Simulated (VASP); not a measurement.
The system is TiAl.

```
Ti Al
1.0
     2.86726    0.00000    0.00000
    -1.43363    2.48312    0.00000
     0.00000    0.00000    4.67808
Ti Al
1 1
Direct
  0.00000 0.00000 0.00000
  0.33333 0.66667 0.50000
```

| Item | Value |
| --- | --- |
| Program | VASP 6.6.1 |
| Task | relaxation of cell and atoms |
| Functional | LDA |
| Potentials or basis | VASP PAW LDA potentials, release 64 (Ti_sv, Al) |
| Cutoff | 600 eV |
| k mesh | 18 × 18 × 10 |
| Occupations | gaussian, width 0.1 eV |
| Spin | no spin polarisation |

At the start: pressure -6.0 GPa; volume 16.65 Å³/atom.

Task: Where does the relaxation end?

Result: Over 8 steps the energy falls by 18.3 meV/atom and the volume is 15.73 Å³/atom (-5.6 %); space group P-6m2 (No. 187, to 0.1 Å) before and after.

The path:
| step | energy change (eV) | largest force (eV/Å) | pressure (GPa) | volume (Å³) |
| --- | --- | --- | --- | --- |
| 1 | 0.0000 | 0.0000 | -6.03 | 33.31 |
| 2 | -0.0211 | 0.0000 | 4.50 | 30.37 |
| 3 | -0.0363 | 0.0000 | -0.03 | 31.48 |
| 4 | -0.0363 | 0.0000 | 0.09 | 31.44 |
| 5 | -0.0365 | 0.0000 | 0.10 | 31.43 |
| 6 | -0.0365 | 0.0000 | 0.12 | 31.42 |
| 7 | -0.0365 | 0.0000 | -0.07 | 31.47 |
| 8 | -0.0365 | 0.0000 | -0.01 | 31.45 |

Final structure:
```xyz
2
Lattice="2.8117 0.0000 0.0000 -1.4059 2.4350 0.0000 0.0000 0.0000 4.5938" Properties=species:S:1:pos:R:3 pbc="T T T"
Ti    2.8117    0.0000    0.0000
Al    0.0000    1.6234    2.2969
```
